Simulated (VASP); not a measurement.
# As (Fm-3m) in VASP: notebook

As is run at these levels: PBEsol; tasks: single point.

All numbers are computed with VASP 6.6.1; they aren't measurements. Logs are shortened: lines on timing, memory, paths and dates and some standing lists are left out, and cuts for length are marked.

## Step 1: The cell of the first run

Symmetry: Fm-3m, No. 225, cubic system. Conventional cell: a = 4.019 Å, b = 4.019 Å, c = 4.019 Å, α = 90.00°, β = 90.00°, γ = 90.00°. Within 3.7 Å of As (site symmetry m-3m) lie 12 As at 2.84 Å.

## Step 2: Single point, PBEsol (volume scaled by 0.88)

File INCAR:

```
SYSTEM = As
PREC = Accurate
ENCUT = 520
EDIFF = 1E-6
ISMEAR = -1
SIGMA = 0.1
LREAL = .FALSE.
LASPH = .TRUE.
NELM = 80
ALGO = Normal
ISIF = 2
LWAVE = .FALSE.
LCHARG = .TRUE.
GGA = PS
LELF = .TRUE.
LVHAR = .TRUE.
NBANDS = 8
```

File KPOINTS:

```
regular mesh
0
G
  15 15 15
  0 0 0
```

File POSCAR:

```
As
1.0
    0.0000000000      2.0095708937      2.0095708937
    2.0095708937      0.0000000000      2.0095708937
    2.0095708937      2.0095708937      0.0000000000
As
1
Direct
    0.0000000000      0.0000000000      0.0000000000
```

Potentials or basis: VASP PAW PBE potentials, release 64 (As).

Run with:

```
$ cat potpaw_PBE.64/As/POTCAR > POTCAR
$ mpirun -np 1 vasp_std > vasp.out
```

OUTCAR:

```text
SYSTEM = As
   PREC = Accurate
   ENCUT = 520
   EDIFF = 1E-6
   ISMEAR = -1
   LREAL = .FALSE.
   LASPH = .TRUE.
   NELM = 80
   ISIF = 2
   GGA = PS

 ion  position               nearest neighbor table
   1  0.000  0.000  0.000-

  LATTYP: Found a face centered cubic cell.
 ALAT       =     4.0191417874

  Lattice vectors:

 A1 = (   0.0000000000,   2.0095708937,   2.0095708937)
 A2 = (   2.0095708937,   0.0000000000,   2.0095708937)
 A3 = (   2.0095708937,   2.0095708937,   0.0000000000)

Analysis of symmetry for initial positions (statically):
=====================================================================
 Subroutine PRICEL returns:
 Original cell was already a primitive cell.

 Routine SETGRP: Setting up the symmetry group for a
 face centered cubic supercell.

 Subroutine GETGRP returns: Found 48 space group operations
 (whereof 48 operations were pure point group operations)
 out of a pool of 48 trial point group operations.

The static configuration has the point symmetry O_h .

Analysis of symmetry for dynamics (positions and initial velocities):
=====================================================================
 Subroutine PRICEL returns:
 Original cell was already a primitive cell.

 Routine SETGRP: Setting up the symmetry group for a
 face centered cubic supercell.

 Subroutine GETGRP returns: Found 48 space group operations
 (whereof 48 operations were pure point group operations)
 out of a pool of 48 trial point group operations.

The dynamic configuration has the point symmetry O_h .

 Subroutine INISYM returns: Found 48 space group operations
 (whereof 48 operations are pure point group operations),
 and found     1 'primitive' translations

----------------------------------------------------------------------------------------

                                     Primitive cell

  volume of cell :      16.2308

  direct lattice vectors                    reciprocal lattice vectors
     0.000000000  2.009570894  2.009570894    -0.248809336  0.248809336  0.248809336
     2.009570894  0.000000000  2.009570894     0.248809336 -0.248809336  0.248809336
     2.009570894  2.009570894  0.000000000     0.248809336  0.248809336 -0.248809336

  length of vectors
     2.841962412  2.841962412  2.841962412     0.430950412  0.430950412  0.430950412

  position of ions in fractional coordinates (direct lattice)
     0.000000000  0.000000000  0.000000000

  ion indices of the primitive-cell ions
   primitive index   ion index
                 1           1

----------------------------------------------------------------------------------------

 KPOINTS: regular mesh

Automatic generation of k-mesh.
 Grid dimensions read from file:
 generate k-points for:   15   15   15

 Generating k-lattice:

  Cartesian coordinates                     Fractional coordinates (reciprocal lattice)
    -0.016587289  0.016587289  0.016587289     0.066666667  0.000000000  0.000000000
     0.016587289 -0.016587289  0.016587289     0.000000000  0.066666667  0.000000000
     0.016587289  0.016587289 -0.016587289     0.000000000  0.000000000  0.066666667

  Length of vectors
     0.028730027  0.028730027  0.028730027

  Shift w.r.t. Gamma in fractional coordinates (k-lattice)
     0.000000000  0.000000000  0.000000000

 Subroutine IBZKPT returns following result:
 ===========================================

 Found    120 irreducible k-points:

 Following reciprocal coordinates:
            Coordinates               Weight
  0.000000  0.000000  0.000000      1.000000
  0.066667  0.000000  0.000000      8.000000
  0.133333  0.000000  0.000000      8.000000
  0.200000  0.000000  0.000000      8.000000
  0.266667  0.000000  0.000000      8.000000
  0.333333  0.000000  0.000000      8.000000
[... 16 lines left out ...]
  0.133333  0.133333  0.000000      6.000000
  0.200000  0.133333  0.000000     24.000000
 [... further k-points ...]
   k-points           NKPTS =    120   k-points in BZ     NKDIM =    120   number of bands    NBANDS=      8
   number of dos      NEDOS =    301   number of ions     NIONS =      1
   total plane-waves  NPLWV =  13824
   dimension x,y,z NGX =    24 NGY =   24 NGZ =   24
   dimension x,y,z NGXF=    48 NGYF=   48 NGZF=   48
   ions per type =               1
   NGX,Y,Z   is equivalent  to a cutoff of  14.04, 14.04, 14.04 a.u.
   NGXF,Y,Z  is equivalent  to a cutoff of  28.08, 28.08, 28.08 a.u.
 SYSTEM =  As
   PREC   = accura    normal or accurate (medium, high low for compatibility)
   ISTART =      0    job   : 0-new  1-cont  2-samecut
   ICHARG =      2    charge: 1-file 2-atom 10-const
   ISPIN  =      1    spin polarized calculation?
   LNONCOLLINEAR =      F non collinear calculations
   LSORBIT =      F    spin-orbit coupling
   LASPH  =      T    aspherical Exc in radial PAW
   ENCUT  =  520.0 eV  38.22 Ry    6.18 a.u.   5.28  5.28  5.28*2*pi/ulx,y,z
   NELM   =     80;   NELMIN=  2; NELMDL= -5     # of ELM steps
   EDIFF  = 0.1E-05   stopping-criterion for ELM
   LREAL  =      F    real-space projection
   EDIFFG = 0.1E-04   stopping-criterion for IOM
   NSW    =      0    number of steps for IOM
   IBRION =     -1    ionic relax: 0-MD 1-quasi-New 2-CG
   NFREE  =      0    steps in history (QN), initial steepest desc. (CG)
   ISIF   =      2    stress and relaxation
   ISYM   =      2    0-nonsym 1-usesym 2-fastsym
   POTIM  = 0.5000    time-step for ionic-motion
   TEBEG  =    0.0;   TEEND  =   0.0 temperature during run
   PSTRESS=    0.0 pullay stress
   NELECT =       5.0000    total number of electrons
   NUPDOWN=      -1.0000    fix difference up-down
   EMIN   =  10.00;   EMAX   =-10.00  energy-range for DOS
   EFERMI =   0.00;   METHOD = LEGACY
   ISMEAR =    -1;   SIGMA  =   0.10  broadening in eV -4-tet -1-fermi 0-gaus
   EFERMI_NEDOS =   21; number of points for ismear=-14 and -15
   IALGO  =     38    algorithm
   IMIX   =      4    mixing-type and parameters
     AMIX     =   0.40;   BMIX     =  1.00
     AMIX_MAG =   1.60;   BMIX_MAG =  1.00
  volume/ion in A,a.u.               =      16.23       109.53
  Fermi-wavevector in a.u.,A,eV,Ry     =   1.105651  2.089378 16.632642  1.222465
  Thomas-Fermi vector in A             =   2.242141
   LORBIT       =      0    0 simple, 1 ext, 2 COOP (PROOUT), +10 PAW based schemes
   GGA     = PS    functional components
   LHFCALC =     F    Hartree Fock is set to
   AEXX    =    0.0000 exact exchange contribution
   IVDW    =     0    specifies the selected vdW correction
   LEPSILON=     F    determine dielectric tensor
   LRPA    =     F    only Hartree local field effects (RPA)
 non-spin polarized calculation
  energy-cutoff  :      520.00
  volume of cell :       16.23
 maximum number of plane-waves:       449
 NGX is ok and might be reduce to    24
   NGX = 11   NGY = 11   NGZ = 11

 number of electron       5.0000000 magnetization

 Free energy of the ion-electron system (eV)
  ---------------------------------------------------
  ext. energy  EPLUGINS =         0.00000000
  ---------------------------------------------------
  free energy    TOTEN  =        -4.54165160 eV

  energy without entropy =       -4.52469764  energy(sigma->0) =       -4.53317462

 E-fermi :   8.4371     XC(G=0): -11.5760

 val. band max:        8.4146649577   @ k =  -0.4000   0.4667   0.0667
 cond. band min:       8.4372287100   @ k =  -0.2667   0.4000   0.1333
 fundamental gap:      0.0225637523
 Fermi energy:         8.4371362967

 k-point     1 :       0.0000    0.0000    0.0000
  band No.  band energies     occupation
      1      -8.3578      2.00000
      2      15.5049      0.00000
      3      15.5049      0.00000
      4      15.5049      0.00000
      5      21.3893      0.00000
      6      21.3893      0.00000
      7      21.3893      0.00000
      8      23.6675      0.00000

 k-point     2 :       0.0667    0.0000    0.0000
  band No.  band energies     occupation
      1      -8.2372      2.00000
      2      14.3950      0.00000
      3      15.3340      0.00000
      4      15.3340      0.00000
      5      20.9052      0.00000
      6      21.6889      0.00000
      7      21.6889      0.00000
      8      25.0026      0.00000

 k-point     3 :       0.1333    0.0000    0.0000
  band No.  band energies     occupation
      1      -7.8761      2.00000
      2      12.0254      0.00000
      3      14.9256      0.00000
      4      14.9256      0.00000
      5      20.3277      0.00000
      6      22.3552      0.00000
      7      22.3552      0.00000
      8      26.0262      0.00000

 k-point     4 :       0.2000    0.0000    0.0000
  band No.  band energies     occupation
      1      -7.2768      2.00000
      2       9.3702      0.00018
      3      14.4534      0.00000
      4      14.4534      0.00000
      5      19.8794      0.00000
      6      22.5638      0.00000
      7      22.5638      0.00000
      8      25.7765      0.00000

 k-point     5 :       0.2667    0.0000    0.0000
  band No.  band energies     occupation
      1      -6.4456      2.00000
      2       6.7665      2.00000
      3      14.0267      0.00000
      4      14.0267      0.00000
      5      19.5744      0.00000
      6      21.8928      0.00000
      7      21.8928      0.00000
      8      24.6935      0.00000
[... 177 lines left out ...]
 k-point    22 :      -0.0667    0.0667    0.0000
  band No.  band energies     occupation
      1      -8.0364      2.00000
      2      13.4440      0.00000
      3      14.0959      0.00000
      4      15.5244      0.00000
      5      20.6296      0.00000
      6      21.6796      0.00000
      7      22.5024      0.00000
      8      25.5562      0.00000

 k-point    23 :       0.1333    0.1333    0.0000
  band No.  band energies     occupation
      1      -7.7152      2.00000
      2      13.4932      0.00000
      3      13.4932      0.00000
      4      13.5189      0.00000
      5      18.3678      0.00000
      6      22.0429      0.00000
      7      24.2081      0.00000
      8      24.2081      0.00000

 k-point    24 :       0.2000    0.1333    0.0000
  band No.  band energies     occupation
      1      -7.2749      2.00000
      2      11.2705      0.00000
      3      12.8430      0.00000
      4      13.5191      0.00000
      5      18.1490      0.00000
      6      20.6865      0.00000
      7      24.6406      0.00000
      8      25.1329      0.00000

 [... further k-points ...]

------------------------ aborting loop because EDIFF is reached ----------------------------------------

  FORCE on cell =-STRESS in cart. coord.  units (eV):
  Direction    XX          YY          ZZ          XY          YZ          ZX
  --------------------------------------------------------------------------------------
  -------------------------------------------------------------------------------------
  Total        1.5805703      1.5805703      1.5805703     -0.0000000      0.0000000     -0.0000000
  in kB      156.0214832    156.0214832    156.0214832     -0.0000000      0.0000000     -0.0000000
  external PRESSURE =     156.0214832 kB  Pullay stress =       0.0000000 kB

 VOLUME and BASIS-vectors are now :
 -----------------------------------------------------------------------------
  energy-cutoff  :      520.00
  volume of cell :       16.23
      direct lattice vectors                 reciprocal lattice vectors
     0.000000000  2.009570894  2.009570894    -0.248809336  0.248809336  0.248809336
     2.009570894  0.000000000  2.009570894     0.248809336 -0.248809336  0.248809336
     2.009570894  2.009570894  0.000000000     0.248809336  0.248809336 -0.248809336

 POSITION                                       TOTAL-FORCE (eV/Angst)
 -----------------------------------------------------------------------------------
      0.00000      0.00000      0.00000         0.000000      0.000000      0.000000
 -----------------------------------------------------------------------------------
    total drift:                                0.000000     -0.000000     -0.000000

  FREE ENERGIE OF THE ION-ELECTRON SYSTEM (eV)
  ---------------------------------------------------
  free  energy   TOTEN  =        -4.5416515999 eV

  energy  without entropy=       -4.5246976387  energy(sigma->0) =       -4.53317462
```

Run time: 9.3 s. Hardware: 1 thread of Intel Xeon Platinum 8259CL at 2.50GHz (Skylake/Cascade Lake), shared host; peak memory 0.14 GiB.

What came out:

```
Free energy : -4.5417 eV
Pressure    : 15.6 GPa
```

Caveat: the PAW data sets were made with another functional, which shifts forces and pressure a little.

## Step 3: Single point, PBEsol (volume scaled by 0.92)

File INCAR:

```
PREC = Accurate
ENCUT = 520
EDIFF = 1E-6
ISMEAR = -1
SIGMA = 0.1
LREAL = F
LASPH = T
NELM = 100
ALGO = Normal
ISIF = 2
LWAVE = F
LCHARG = T
GGA = PS
LELF = T
LVHAR = T
NBANDS = 8
```

File KPOINTS:

```
Automatic mesh
0
Gamma
  15 15 15
```

File POSCAR:

```
As
1.0
    0.0000000000      2.0395689117      2.0395689117
    2.0395689117      0.0000000000      2.0395689117
    2.0395689117      2.0395689117      0.0000000000
As
1
Direct
    0.0000000000      0.0000000000      0.0000000000
```

Potentials or basis: VASP PAW PBE potentials, release 64 (As).

Run with:

```
$ cat potpaw_PBE.64/As/POTCAR > POTCAR
$ mpirun -np 1 vasp_std > vasp.out
```

Wall time 12 s (1 thread of Intel Xeon Platinum 8259CL at 2.50GHz (Skylake/Cascade Lake), shared host); peak memory 0.14 GiB.

Results (log left out):

- Free energy: -4.5987 eV
- Pressure: 9.4 GPa

Levels at points of the mesh, in eV from the Fermi level:
```
           k point  band 1  band 2  band 3  band 4  band 5  band 6  band 7
(0.00, 0.00, 0.00)  -16.32    6.67    6.67    6.67   12.77   12.77   12.77
```

Caveat: the PAW data sets were made with another functional, which shifts forces and pressure a little.

## Step 4: Single point, PBEsol (volume scaled by 0.96)

File INCAR:

```
PREC     = Accurate       # precision mode
ENCUT    = 520            # plane-wave cutoff, eV
EDIFF    = 1E-6           # SCF threshold, eV
ISMEAR   = -1             # smearing method
SIGMA    = 0.1            # smearing width, eV
LREAL    = F              # projectors in reciprocal space
LASPH    = T              # aspherical terms in the spheres
NELM     = 80             # most SCF steps
ALGO     = Normal         # electronic algorithm
ISIF     = 2              # what is computed and relaxed
LWAVE    = F              # write WAVECAR
LCHARG   = F              # write CHGCAR
GGA      = PS             # functional
NBANDS   = 8              # bands
```

File KPOINTS:

```
regular mesh
0
Gamma
  15 15 15
```

File POSCAR:

```
As
1.0
    0.0000000000      2.0687095475      2.0687095475
    2.0687095475      0.0000000000      2.0687095475
    2.0687095475      2.0687095475      0.0000000000
As
1
Direct
    0.0000000000      0.0000000000      0.0000000000
```

Potentials or basis: VASP PAW PBE potentials, release 64 (As).

Run with:

```
$ cat potpaw_PBE.64/As/POTCAR > POTCAR
$ mpirun -np 1 vasp_std > vasp.out
```

OUTCAR:

```text
PREC = Accurate
   ENCUT = 520
   EDIFF = 1E-6
   ISMEAR = -1
   LREAL = F
   LASPH = T
   NELM = 80
   ISIF = 2
   GGA = PS

 ion  position               nearest neighbor table
   1  0.000  0.000  0.000-

  LATTYP: Found a face centered cubic cell.
 ALAT       =     4.1374190950

  Lattice vectors:

 A1 = (   0.0000000000,   2.0687095475,   2.0687095475)
 A2 = (   2.0687095475,   0.0000000000,   2.0687095475)
 A3 = (   2.0687095475,   2.0687095475,   0.0000000000)

[... 441 lines left out ...]
      8      23.2225      0.00000

 [... further k-points ...]

------------------------ aborting loop because EDIFF is reached ----------------------------------------

  FORCE on cell =-STRESS in cart. coord.  units (eV):
  Direction    XX          YY          ZZ          XY          YZ          ZX
  --------------------------------------------------------------------------------------
  -------------------------------------------------------------------------------------
  Total        0.4812969      0.4812969      0.4812969      0.0000000      0.0000000      0.0000000
  in kB       43.5506924     43.5506924     43.5506924      0.0000000      0.0000000      0.0000000
  external PRESSURE =      43.5506924 kB  Pullay stress =       0.0000000 kB

 VOLUME and BASIS-vectors are now :
 -----------------------------------------------------------------------------
  energy-cutoff  :      520.00
  volume of cell :       17.71
      direct lattice vectors                 reciprocal lattice vectors
     0.000000000  2.068709548  2.068709548    -0.241696569  0.241696569  0.241696569
     2.068709548  0.000000000  2.068709548     0.241696569 -0.241696569  0.241696569
     2.068709548  2.068709548  0.000000000     0.241696569  0.241696569 -0.241696569

 POSITION                                       TOTAL-FORCE (eV/Angst)
 -----------------------------------------------------------------------------------
      0.00000      0.00000      0.00000         0.000000     -0.000000     -0.000000
 -----------------------------------------------------------------------------------
    total drift:                                0.000000     -0.000000     -0.000000

  FREE ENERGIE OF THE ION-ELECTRON SYSTEM (eV)
  ---------------------------------------------------
  free  energy   TOTEN  =        -4.6299393176 eV

  energy  without entropy=       -4.6125371943  energy(sigma->0) =       -4.62123826
```

OSZICAR:

```text
N       E                     dE             d eps       ncg     rms          rms(c)
DAV:   1     0.172715835954E+01    0.17272E+01   -0.22115E+03  1928   0.483E+02
DAV:   2    -0.458108972853E+01   -0.63082E+01   -0.59774E+01  2672   0.488E+01
DAV:   3    -0.463744165641E+01   -0.56352E-01   -0.56140E-01  2248   0.496E+00
DAV:   4    -0.463747683699E+01   -0.35181E-04   -0.35181E-04  2944   0.135E-01
DAV:   5    -0.463747684062E+01   -0.36312E-08   -0.36015E-08  2296   0.105E-03    0.225E+00
DAV:   6    -0.463247667981E+01    0.50002E-02   -0.21451E-03  2264   0.222E-01    0.132E+00
DAV:   7    -0.462994413447E+01    0.25325E-02   -0.40123E-03  2096   0.303E-01    0.428E-02
DAV:   8    -0.462993939815E+01    0.47363E-05   -0.24190E-05  2400   0.386E-02    0.597E-03
DAV:   9    -0.462993931756E+01    0.80594E-07   -0.29168E-07  2616   0.348E-03
   1 F= -.46299393E+01 E0= -.46212383E+01  d E =-.174021E-01
```

It took 9.2 s on 1 thread of Intel Xeon Platinum 8259CL at 2.50GHz (Skylake/Cascade Lake), shared host; peak memory 0.15 GiB.

What came out:

```yaml
Free_energy: -4.6299 eV
Pressure: 4.4 GPa
```

Levels at points of the mesh, in eV from the Fermi level:
| k point | band 1 | band 2 | band 3 | band 4 | band 5 | band 6 | band 7 |
| --- | --- | --- | --- | --- | --- | --- | --- |
| (0.00, 0.00, 0.00) | -15.89 | 6.31 | 6.31 | 6.31 | 12.60 | 12.60 | 12.60 |

Caveat: the PAW data sets were made with another functional, which shifts forces and pressure a little.

## Step 5: Overview

| cell | gap on the mesh (eV) | pressure (GPa) |
| --- | --- | --- |
| a = 2.842 Å, angles 60.0°, 1 atom | none | 15.6 |
| a = 2.884 Å, angles 60.0°, 1 atom | none | 9.4 |
| a = 2.926 Å, angles 60.0°, 1 atom | none | 4.4 |

Alike in all rows: task single point; level PBEsol; potentials or basis VASP PAW PBE potentials, release 64 (As); no spin polarisation; k mesh 15 × 15 × 15; cutoff (eV) 520; smearing fermi-dirac 0.1 eV.

Caveats: the PAW data sets were made with another functional, which shifts forces and pressure a little.

Absolute energies hang on the potentials; compare differences alone.
